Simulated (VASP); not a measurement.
Input of a VASP 6.6.1 run:

The input POSCAR:

```
CdHg3Se4
1.0
    6.1720632302      0.0000000000      0.0000000000
    0.0000000000      6.1720632302      0.0000000000
    0.0000000000      0.0000000000      6.1720632302
Cd Se Hg
1 4 3
Direct
    0.0000000000      0.0000000000      0.0000000000
    0.2487624255      0.2487624255      0.2487624255
    0.7512375745      0.7512375745      0.2487624255
    0.7512375745      0.2487624255      0.7512375745
    0.2487624255      0.7512375745      0.7512375745
    0.5000000000      0.5000000000      0.0000000000
    0.5000000000      0.0000000000      0.5000000000
    0.0000000000      0.5000000000      0.5000000000
```

The input INCAR.step1:

```
PREC = Accurate
ENCUT = 520
EDIFF = 1E-5
ISMEAR = -1
SIGMA = 0.02
LREAL = F
LASPH = T
NELM = 60
ALGO = Normal
ISIF = 2
LWAVE = T
NBANDS = 46
GGA = PE
```

Contents of INCAR.step2:

```
PREC = Accurate
ENCUT = 520
EDIFF = 1E-6
ISMEAR = -1
SIGMA = 0.02
LREAL = F
LASPH = T
NELM = 60
ALGO = Normal
ISIF = 2
LWAVE = F
LCHARG = T
GGA = PE
LHFCALC = T
HFSCREEN = 0.2079
PRECFOCK = Fast
LELF = T
LVHAR = T
NBANDS = 46
ISTART = 1
```

Contents of KPOINTS:

```
Automatic mesh
0
Gamma
  2 2 2
```

Potentials or basis: VASP PAW PBE potentials, release 64 (Cd, Se, Hg).

Command:

```bash
$ cat potpaw_PBE.64/Cd/POTCAR potpaw_PBE.64/Se/POTCAR potpaw_PBE.64/Hg/POTCAR > POTCAR
$ cp INCAR.step1 INCAR
$ mpirun -np 1 vasp_std > vasp.out
$ cp INCAR.step2 INCAR
$ mpirun -np 1 vasp_std > vasp.out
```

(1) Predict the pressure.

(2) What does it give for the largest force?

Results:

(1) 0.2 GPa.

(2) 0.036 eV/Å.

Caveat: the k points lie up to 0.51 Å⁻¹ apart; the PAW data sets were made with another functional, which shifts forces and pressure a little.
